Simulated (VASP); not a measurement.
A run of VASP 6.6.1 is set up as follows.

INCAR

```
PREC = Accurate
ENCUT = 520
EDIFF = 1E-7
ISMEAR = 0
SIGMA = 0.15
LREAL = F
LASPH = T
NELM = 80
ALGO = Fast
ISIF = 2
LWAVE = F
LCHARG = F
GGA = CA
NBANDS = 13
```

The input KPOINTS:

```
Automatic mesh
0
Gamma
  22 22 22
```

File POSCAR:

```
W
1.0
   -1.1659565555      1.6178633144      1.6178633144
    1.6178633144     -1.1659565555      1.6178633144
    1.6178633144      1.6178633144     -1.1659565555
W
1
Direct
    0.0000000000      0.0000000000      0.0000000000
```

Potentials or basis: VASP PAW LDA potentials, release 64 (W_sv).

Launch:

```console
$ cat potpaw_LDA.64/W_sv/POTCAR > POTCAR
$ mpirun -np 1 vasp_std > vasp.out
```

Predict the band gap on the k mesh.

zero (bands 7 and 8 overlap by 3.15 eV).

What does it give for the pressure?

11.7 GPa.

Stress tensor (GPa, compression positive):
```
 11.75 -16.99 -16.99
-16.99  11.75 -16.99
-16.99 -16.99  11.75
```

Caveat: the cell stands under pressure; spin-orbit coupling is left out, which moves the levels of the heavy elements.
